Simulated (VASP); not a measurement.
# Cu5Pt11 (P1) in VASP: single point with r2SCAN

Aim: the single point of Cu5Pt11 with r2SCAN.

Everything below comes from runs of VASP 6.6.1. Logs are shortened: lines on timing, memory, paths and dates and some standing lists are left out, and cuts for length are marked.

### 1 The cell of the first run

The typed cell holds 16 atoms: a = 5.443 Å, b = 5.443 Å, c = 8.914 Å, α = 90.06°, β = 89.98°, γ = 120.03°.

### 2 Single point, r2SCAN

Contents of POSCAR:

```
Cu5Pt11
1.0
    2.7200885819     -4.7141218179      0.0009565421
    2.7207495402      4.7145034223     -0.0026584089
   -0.0027229869     -0.0033393487      8.9142242575
Cu Pt
5 11
Direct
    0.8351928212      0.1674849295      0.6354591237
    0.6702522196      0.3330817040      0.8716304631
    0.1652962264      0.3330182239      0.8716084840
    0.6702358544      0.8378950168      0.8717055848
    0.1686551947      0.8351374958      0.8738074460
    0.3355786614      0.1691404649      0.1092211178
    0.3345348694      0.1663741631      0.6395668360
    0.8353601932      0.1685817590      0.1096786730
    0.3356247471      0.6684936310      0.1091279756
    0.3346017267      0.6682949752      0.6397217284
    0.8350750221      0.6685138848      0.1092608314
    0.8363252216      0.6681135791      0.6398499120
    0.6679254131      0.3348659299      0.3786716656
    0.1681287194      0.3348716202      0.3785632049
    0.6679420835      0.8344683493      0.3786348334
    0.1680089705      0.8348371315      0.3769303912
```

Contents of INCAR.step1:

```
PREC = Accurate ; ENCUT = 520
ISMEAR = 0 ; SIGMA = 0.1
LREAL = Auto ; LASPH = True
NELM = 80 ; NBANDS = 96
ISYM = 0 ; GGA = PE
ALGO = Normal ; EDIFF = 1E-4
LWAVE = True ; LCHARG = False
```

Contents of INCAR.step2:

```
PREC = Accurate ; ENCUT = 520
EDIFF = 1E-6 ; ISMEAR = 0
SIGMA = 0.1 ; LREAL = Auto
LASPH = True ; NELM = 80
ALGO = Normal ; ISIF = 2
LWAVE = False ; LCHARG = True
METAGGA = R2SCAN ; LMIXTAU = True
LELF = True ; LVHAR = True
NBANDS = 96 ; ISYM = 0
ISTART = 1
```

Contents of KPOINTS:

```
Automatic mesh
0
Gamma
  3 3 2
  0 0 0.5
```

Potentials or basis: VASP PAW PBE potentials, release 64 (Cu, Pt).

Launch:

```console
> cat potpaw_PBE.64/Cu/POTCAR potpaw_PBE.64/Pt/POTCAR > POTCAR
> cp INCAR.step1 INCAR
> mpirun -np 1 vasp_std > vasp.out
> cp INCAR.step2 INCAR
> mpirun -np 1 vasp_std > vasp.out
```

OUTCAR:

```text
PREC = Accurate
   ENCUT = 520
   EDIFF = 1E-6
   ISMEAR = 0
   LREAL = Auto
   LASPH = True
   NELM = 80
   ISIF = 2
   METAGGA = R2SCAN
   ISYM = 0
   ISTART = 1

 ion  position               nearest neighbor table
   1  0.835  0.167  0.635-   3 2.62   4 2.62   2 2.62  10 2.72   7 2.72  10 2.72  12 2.72   7 2.72
                            12 2.72  15 2.77  14 2.78  13 2.78
   2  0.670  0.333  0.872-  12 2.60   7 2.60   1 2.62   8 2.63   6 2.64  11 2.64   3 2.69   4 2.70
                             5 2.72   5 2.72   4 2.75   3 2.75
   3  0.165  0.333  0.872-  10 2.60   7 2.60   1 2.62   8 2.63   6 2.64   9 2.64   4 2.69   2 2.69
                             5 2.72   5 2.72   4 2.75   2 2.75
   4  0.670  0.838  0.872-  12 2.60  10 2.60   1 2.62   8 2.63   9 2.64  11 2.64   3 2.69   2 2.70
                             5 2.72   5 2.72   3 2.75   2 2.75
   5  0.169  0.835  0.874-  12 2.61   7 2.61  10 2.61   6 2.62  11 2.62   9 2.62   2 2.72   3 2.72
                             4 2.72   2 2.72   4 2.72   3 2.72
   6  0.336  0.169  0.109-   5 2.62   3 2.64   2 2.64  11 2.72   9 2.72   8 2.72   8 2.72  11 2.72
                             9 2.73  16 2.86  13 2.87  14 2.87
   7  0.335  0.166  0.640-   3 2.60   2 2.60   5 2.61  12 2.71  10 2.71   1 2.72   1 2.72  12 2.73
                            10 2.73  13 2.81  14 2.81  16 2.81
   8  0.835  0.169  0.110-   3 2.63   2 2.63   4 2.63   9 2.72   9 2.72   6 2.72  11 2.72   6 2.72
                            11 2.72  14 2.86  13 2.87  15 2.87
   9  0.336  0.668  0.109-   5 2.62   4 2.64   3 2.64   6 2.72  11 2.72   8 2.72   8 2.72  11 2.72
                             6 2.73  16 2.86  15 2.87  14 2.87
  10  0.335  0.668  0.640-   3 2.60   4 2.60   5 2.61   7 2.71  12 2.71   1 2.72   1 2.72  12 2.73
                             7 2.73  14 2.81  15 2.81  16 2.82
  11  0.835  0.669  0.109-   5 2.62   4 2.64   2 2.64   6 2.72   9 2.72   8 2.72   8 2.72   6 2.72
                             9 2.72  16 2.86  15 2.87  13 2.87
  12  0.836  0.668  0.640-   2 2.60   4 2.60   5 2.61   7 2.71  10 2.71   1 2.72   1 2.72   7 2.73
                            10 2.73  13 2.81  15 2.81  16 2.82
  13  0.668  0.335  0.379-  15 2.72  14 2.72  16 2.72  16 2.72  14 2.72  15 2.72   1 2.78   7 2.81
                            12 2.81   8 2.87   6 2.87  11 2.87
  14  0.168  0.335  0.379-  15 2.72  13 2.72  16 2.72  16 2.72  15 2.72  13 2.72   1 2.78  10 2.81
                             7 2.81   8 2.86   6 2.87   9 2.87
  15  0.668  0.834  0.379-  14 2.72  13 2.72  16 2.72  16 2.72  14 2.72  13 2.72   1 2.77  10 2.81
                            12 2.81   9 2.87  11 2.87   8 2.87
  16  0.168  0.835  0.377-  13 2.72  13 2.72  15 2.72  14 2.72  14 2.72  15 2.72   7 2.81  12 2.82
                            10 2.82  11 2.86   9 2.86   6 2.86

IMPORTANT INFORMATION: All symmetrisations will be switched off!
NOSYMM: (Re-)initialisation of all symmetry stuff for point group C_1.

----------------------------------------------------------------------------------------

                                     Primitive cell

  volume of cell :     228.6481

  direct lattice vectors                    reciprocal lattice vectors
     2.720088582 -4.714121818  0.000956542     0.183802657 -0.106072879  0.000016409
     2.720749540  4.714503422 -0.002658409     0.183787805  0.106047154  0.000095867
    -0.002722987 -0.003339349  8.914224258     0.000035086  0.000043008  0.112180287

  length of vectors
     5.442593805  5.443255244  8.914225299     0.212214215  0.212188513  0.112180301

  position of ions in fractional coordinates (direct lattice)
     0.835192821  0.167484929  0.635459124
     0.670252220  0.333081704  0.871630463
     0.165296226  0.333018224  0.871608484
     0.670235854  0.837895017  0.871705585
     0.168655195  0.835137496  0.873807446
     0.335578661  0.169140465  0.109221118
[... 8 lines left out ...]
     0.667942084  0.834468349  0.378634833
     0.168008970  0.834837132  0.376930391

  ion indices of the primitive-cell ions
   primitive index   ion index
                 1           1
                 2           2
                 3           3
                 4           4
                 5           5
                 6           6
[... 8 lines left out ...]
                15          15
                16          16

----------------------------------------------------------------------------------------

 KPOINTS: Automatic mesh

Automatic generation of k-mesh.
 Grid dimensions read from file:
 generate k-points for:    3    3    2

 Generating k-lattice:

  Cartesian coordinates                     Fractional coordinates (reciprocal lattice)
     0.061267552 -0.035357626  0.000005470     0.333333333 -0.000000000  0.000000000
     0.061262602  0.035349051  0.000031956     0.000000000  0.333333333 -0.000000000
     0.000017543  0.000021504  0.056090144    -0.000000000  0.000000000  0.500000000

  Length of vectors
     0.070738072  0.070729504  0.056090151

  Shift w.r.t. Gamma in fractional coordinates (k-lattice)
     0.000000000  0.000000000  0.500000000

 Subroutine IBZKPT returns following result:
 ===========================================

 Found      9 irreducible k-points:

 Following reciprocal coordinates:
            Coordinates               Weight
  0.000000  0.000000  0.250000      2.000000
  0.333333 -0.000000  0.250000      2.000000
 -0.333333 -0.000000  0.250000      2.000000
  0.000000  0.333333  0.250000      2.000000
  0.333333  0.333333  0.250000      2.000000
 -0.333333  0.333333  0.250000      2.000000
  0.000000 -0.333333  0.250000      2.000000
  0.333333 -0.333333  0.250000      2.000000
 -0.333333 -0.333333  0.250000      2.000000
   k-points           NKPTS =      9   k-points in BZ     NKDIM =      9   number of bands    NBANDS=     96
   number of dos      NEDOS =    301   number of ions     NIONS =     16
   total plane-waves  NPLWV = 112000
   dimension x,y,z NGX =    40 NGY =   40 NGZ =   70
   dimension x,y,z NGXF=    80 NGYF=   80 NGZF=  140
   ions per type =               5  11
   NGX,Y,Z   is equivalent  to a cutoff of  12.22, 12.22, 13.05 a.u.
   NGXF,Y,Z  is equivalent  to a cutoff of  24.44, 24.43, 26.11 a.u.
 SYSTEM =  unknown system
   PREC   = accura    normal or accurate (medium, high low for compatibility)
   ISTART =      1    job   : 0-new  1-cont  2-samecut
   ICHARG =      0    charge: 1-file 2-atom 10-const
   ISPIN  =      1    spin polarized calculation?
   LNONCOLLINEAR =      F non collinear calculations
   LSORBIT =      F    spin-orbit coupling
   LASPH  =      T    aspherical Exc in radial PAW
   ENCUT  =  520.0 eV  38.22 Ry    6.18 a.u.  10.12 10.12 16.57*2*pi/ulx,y,z
   NELM   =     80;   NELMIN=  2; NELMDL=  0     # of ELM steps
   EDIFF  = 0.1E-05   stopping-criterion for ELM
   LREAL  =      T    real-space projection
   EDIFFG = 0.1E-04   stopping-criterion for IOM
   NSW    =      0    number of steps for IOM
   IBRION =     -1    ionic relax: 0-MD 1-quasi-New 2-CG
   NFREE  =      0    steps in history (QN), initial steepest desc. (CG)
   ISIF   =      2    stress and relaxation
   ISYM   =      0    0-nonsym 1-usesym 2-fastsym
   POTIM  = 0.5000    time-step for ionic-motion
   TEBEG  =    0.0;   TEEND  =   0.0 temperature during run
   PSTRESS=    0.0 pullay stress
   NELECT =     165.0000    total number of electrons
   NUPDOWN=      -1.0000    fix difference up-down
   EMIN   =  10.00;   EMAX   =-10.00  energy-range for DOS
   EFERMI =   0.00;   METHOD = LEGACY
   ISMEAR =     0;   SIGMA  =   0.10  broadening in eV -4-tet -1-fermi 0-gaus
   EFERMI_NEDOS =   21; number of points for ismear=-14 and -15
   IALGO  =     38    algorithm
   IMIX   =      4    mixing-type and parameters
     AMIX     =   0.40;   BMIX     =  1.00
     AMIX_MAG =   1.60;   BMIX_MAG =  1.00
  volume/ion in A,a.u.               =      14.29        96.44
  Fermi-wavevector in a.u.,A,eV,Ry     =   1.468409  2.774890 29.337208  2.156224
  Thomas-Fermi vector in A             =   2.583910
   LORBIT       =      0    0 simple, 1 ext, 2 COOP (PROOUT), +10 PAW based schemes
   METAGGA = R2SCAN    functional components
   LHFCALC =     F    Hartree Fock is set to
   AEXX    =    0.0000 exact exchange contribution
   IVDW    =     0    specifies the selected vdW correction
   LEPSILON=     F    determine dielectric tensor
   LRPA    =     F    only Hartree local field effects (RPA)
 non-spin polarized calculation
 Gauss-broadening in eV      SIGMA  =   0.10
  energy-cutoff  :      520.00
  volume of cell :      228.65
 maximum number of plane-waves:      6179
   NGX = 21   NGY = 21   NGZ = 33

 number of electron     164.9999983 magnetization

 Free energy of the ion-electron system (eV)
  ---------------------------------------------------
  ext. energy  EPLUGINS =         0.00000000
  ---------------------------------------------------
  free energy    TOTEN  =      -622.39639902 eV

  energy without entropy =     -622.32427004  energy(sigma->0) =     -622.36033453

 E-fermi :   9.4975     XC(G=0): -14.2350

 val. band max:        9.4558419309   @ k =   0.3333  -0.3333   0.2500
 cond. band min:       9.5605740484   @ k =  -0.3333   0.3333   0.2500
 fundamental gap:      0.1047321175
 Fermi energy:         9.4974911142

 k-point     1 :       0.0000    0.0000    0.2500
  band No.  band energies     occupation
      1      -0.2301      2.00000
      2       0.9016      2.00000
      3       1.9979      2.00000
      4       2.6985      2.00000
      5       2.7650      2.00000
      6       2.7665      2.00000
[... 86 lines left out ...]
     93      12.3414      0.00000
     94      13.1100      0.00000

 k-point     2 :       0.3333   -0.0000    0.2500
  band No.  band energies     occupation
      1       0.7627      2.00000
      2       1.8122      2.00000
      3       2.5940      2.00000
      4       2.8713      2.00000
      5       3.0452      2.00000
      6       3.4272      2.00000
[... 668 lines left out ...]
     93      13.2542      0.00000
     94      14.2115      0.00000

 k-point     9 :      -0.3333   -0.3333    0.2500
  band No.  band energies     occupation
      1       2.3115      2.00000
      2       2.3688      2.00000
      3       2.5233      2.00000
      4       3.0718      2.00000
      5       3.1128      2.00000
      6       3.2474      2.00000
[... 86 lines left out ...]
     93      13.8740      0.00000
     94      14.5158      0.00000
 [bands above 94 left out]

------------------------ aborting loop because EDIFF is reached ----------------------------------------

  FORCE on cell =-STRESS in cart. coord.  units (eV):
  Direction    XX          YY          ZZ          XY          YZ          ZX
  --------------------------------------------------------------------------------------
  -------------------------------------------------------------------------------------
  Total        1.1415179      0.9849421      0.9860600     -0.0228200      0.0190494      0.0170286
  in kB        7.9988156      6.9016617      6.9094947     -0.1599035      0.1334827      0.1193225
  external PRESSURE =       7.2699907 kB  Pullay stress =       0.0000000 kB

 VOLUME and BASIS-vectors are now :
 -----------------------------------------------------------------------------
  energy-cutoff  :      520.00
  volume of cell :      228.65
      direct lattice vectors                 reciprocal lattice vectors
     2.720088582 -4.714121818  0.000956542     0.183802657 -0.106072879  0.000016409
     2.720749540  4.714503422 -0.002658409     0.183787805  0.106047154  0.000095867
    -0.002722987 -0.003339349  8.914224258     0.000035086  0.000043008  0.112180287

 POSITION                                       TOTAL-FORCE (eV/Angst)
 -----------------------------------------------------------------------------------
      2.72575     -3.14971      5.66498        -0.000850      0.005080     -0.017836
      2.72700     -1.59225      7.76967        -0.002695      0.002225      0.000751
      1.35331      0.78788      7.76899         0.005120     -0.001349     -0.004024
      4.10043      0.78777      7.76899        -0.003915      0.001055     -0.004703
      2.72858      3.13928      7.78726        -0.001650     -0.006877      0.016492
      1.37270     -0.78491      0.97349         0.002253     -0.007282      0.003236
[... 8 lines left out ...]
      4.08621      0.78408      3.37366         0.013206      0.014634      0.008725
      2.72736      3.14257      3.35798        -0.002212     -0.011681      0.007066
 -----------------------------------------------------------------------------------
    total drift:                                0.005437      0.009461     -0.000668

  FREE ENERGIE OF THE ION-ELECTRON SYSTEM (eV)
  ---------------------------------------------------
  free  energy   TOTEN  =      -622.3963990216 eV

  energy  without entropy=     -622.3242700408  energy(sigma->0) =     -622.36033453
```

Wall time 13 min (1 thread of Intel Xeon 6975P-C (Granite Rapids), shared host); peak memory 0.41 GiB.

Results:

* Free energy: -622.3964 eV
* Pressure: 0.7 GPa
* Largest force: 0.025 eV/Å
* Band gap on the k mesh: zero (an odd number of electrons rules out a gap without spin polarisation)

Forces on the atoms (eV/Å):
```
Cu  -0.001  0.005 -0.018
Cu  -0.003  0.002  0.001
Cu   0.005 -0.001 -0.004
Cu  -0.004  0.001 -0.005
Cu  -0.002 -0.007  0.016
Pt   0.002 -0.007  0.003
Pt   0.013  0.009 -0.006
Pt   0.002  0.008  0.022
Pt  -0.003  0.002  0.004
Pt  -0.003 -0.010 -0.015
Pt  -0.009 -0.001  0.002
Pt  -0.007  0.007 -0.023
Pt   0.003 -0.015 -0.003
Pt  -0.004  0.004  0.009
Pt   0.013  0.015  0.009
Pt  -0.002 -0.012  0.007
```

Caveat: the k points lie up to 0.44 Å⁻¹ apart, too coarse for converged energies and pressures of a metal; the PAW data sets were made with another functional, which shifts forces and pressure a little; spin-orbit coupling is left out, which moves the levels of the heavy elements.
